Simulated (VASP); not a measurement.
A run of VASP 6.6.1:

File INCAR:

```
PREC = Accurate
ENCUT = 600
EDIFF = 1E-7
ISMEAR = -1
SIGMA = 0.08
LREAL = False
LASPH = True
NELM = 100
ALGO = Normal
ISIF = 3
LWAVE = False
LCHARG = False
GGA = PS
IBRION = 2
NSW = 60
EDIFFG = -0.005
PSTRESS = 670.0
```

Contents of KPOINTS:

```
Automatic mesh
0
Gamma
  16 16 16
```

The input POSCAR:

```
Tl
1.0
   -2.5285269964      2.5285269964      1.3906898480
    2.5285269964     -2.5285269964      1.3906898480
    2.5285269964      2.5285269964     -1.3906898480
Tl
2
Direct
   -0.3750000000     -0.1250000000     -0.2500000000
    0.3750000000      0.1250000000      0.2500000000
```

Potentials or basis: VASP PAW PBE potentials, release 64 (Tl_d).

Launch:

```bash
$ cat potpaw_PBE.64/Tl_d/POTCAR > POTCAR
$ mpirun -np 1 vasp_std > vasp.out
```

Hardware: 1 thread of Intel Xeon 8259CL, on a shared host.

Task: Estimate the wall time of this run.

Result: Run time: 25 min on 1 thread of Intel Xeon 8259CL (shared host), peak memory 0.36 GiB. Counts: scf iterations 66, k points 349, ion steps 9.
